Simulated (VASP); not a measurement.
Wanted: the native input for a VASP 6.6.1 run.

| Item | Value |
| --- | --- |
| Task | relaxation of cell and atoms |
| Functional | PBE |
| Potentials or basis | VASP PAW PBE potentials, release 64 (Cd, Sn_d, O) |
| Cutoff | 600 eV |
| k mesh | 3 × 3 × 3 |
| Occupations | gaussian, width 0.2 eV |
| Spin | no spin polarisation |
| Dipole correction | no |
| Further INCAR settings | ALGO = Normal; EDIFF = 1e-06; IBRION = 2; EDIFFG = -0.08; NSW = 36; ISIF = 3 |

The structure of CdSn5O lies in POSCAR:

```
CdSn5O
1.0
    5.2759283400      0.0000000000      0.0000000000
    0.0000000000      5.2759283400      0.0000000000
    0.0000000000      0.0000000000      7.1945810200
Cd Sn O
1 5 1
Direct
    0.5000000000      0.5000000000      0.0000000000
    0.5000000000      0.0000000000      0.5000000000
    0.0000000000      0.5000000000      0.5000000000
    0.0000000000      0.0000000000      0.7608258800
    0.0000000000      0.0000000000      0.2391741200
    0.5000000000      0.5000000000      0.5000000000
    0.0000000000      0.0000000000      0.5000000000
```

The cell was generated, and may not be a known phase.

These files were run (other wordings do the same):

INCAR

```
SYSTEM = CdSn5O
PREC = Accurate
ENCUT = 600
EDIFF = 1E-6
ISMEAR = 0
SIGMA = 0.2
LREAL = .False.
LASPH = .True.
NELM = 80
ALGO = Normal
ISIF = 3
LWAVE = .False.
LCHARG = .False.
GGA = PE
IBRION = 2
NSW = 36
EDIFFG = -0.08
```

KPOINTS

```
regular mesh
0
Gamma
  3 3 3
  0 0 0
```

Potentials or basis: VASP PAW PBE potentials, release 64 (Cd, Sn_d, O).

Run with:

```bash
$ cat potpaw_PBE.64/Cd/POTCAR potpaw_PBE.64/Sn_d/POTCAR potpaw_PBE.64/O/POTCAR > POTCAR
$ mpirun -np 1 vasp_std > vasp.out
```

Results of the run:

```
Relaxed volume                        : 33.57 Å³/atom
Relaxed cell                          : a = 5.706 Å, b = 5.706 Å, c = 7.219 Å, α = 90.00°, β = 90.00°, γ = 90.00°
Space group after relaxing (to 0.1 Å) : P4/mmm (No. 123)
Energy gained by relaxing             : 299.0 meV/atom
Ionic steps                           : 10
Pressure after relaxing               : -0.2 GPa
Largest force after relaxing          : 0.015 eV/Å
Band gap on the k mesh                : zero (bands 44 and 45 overlap by 0.49 eV)
```

Caveat: the k points lie up to 0.37 Å⁻¹ apart in the final cell; the volume moved by over 15 % at a fixed basis, so the end points are rough; semilocal functionals underestimate gaps, and a narrow one can read as zero; spin-orbit coupling is left out, which moves the levels of the heavy elements.

Run time: 17 min on 1 thread of AMD EPYC 7R43 64-Core Processor (Zen 3) (shared host), peak memory 0.32 GiB.
